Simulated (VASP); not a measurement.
Ti2Co, 6 atoms in the cell. The structure is cubic, space group Fd-3m (No. 227). Conventional cell: a = 6.839 Å, b = 6.839 Å, c = 6.839 Å, α = 90.00°, β = 90.00°, γ = 90.00°. Ti (site symmetry -3m) has 6 Ti at 2.42 Å and 6 Co at 2.84 Å within 3.2 Å. Co (site symmetry -43m) has 12 Ti at 2.84 Å and 4 Co at 2.96 Å within 3.7 Å.  This cell differs from its parent crystal: equal strain along all axes, cell held: -2.0 %.

```yaml
Program: VASP 6.6.1
Task: single point
Functional: PBEsol
Potentials_or_basis: VASP PAW PBE potentials, release 64 (Ti_sv, Co)
Cutoff: 520 eV
k_mesh: 10 × 10 × 10
Occupations: gaussian, width 0.1 eV
Spin: collinear spin, ferromagnetic start
Starting_moments: "[0.0, 0.0, 0.0, 0.0, 1.11, 1.11] μB"
Dipole_correction: no
Further_INCAR_settings: ALGO = Normal; EDIFF = 1e-06; NBANDS = 46
```

Potentials or basis: VASP PAW PBE potentials, release 64 (Ti_sv, Co).

The run is started by

```console
$ cat potpaw_PBE.64/Ti_sv/POTCAR potpaw_PBE.64/Co/POTCAR > POTCAR
$ mpirun -np 1 vasp_std > vasp.out
```

Hardware: 1 thread of Intel(R) Xeon(R) Platinum 8259CL CPU @ 2.50GHz (Skylake/Cascade Lake), on a shared host.

Q: How long does it take, and how much memory?

A: Run time: 6.9 min on 1 thread of Intel(R) Xeon(R) Platinum 8259CL CPU @ 2.50GHz (Skylake/Cascade Lake), on a shared host, peak memory 0.4 GiB. Counts: scf iterations 20, k points 47.
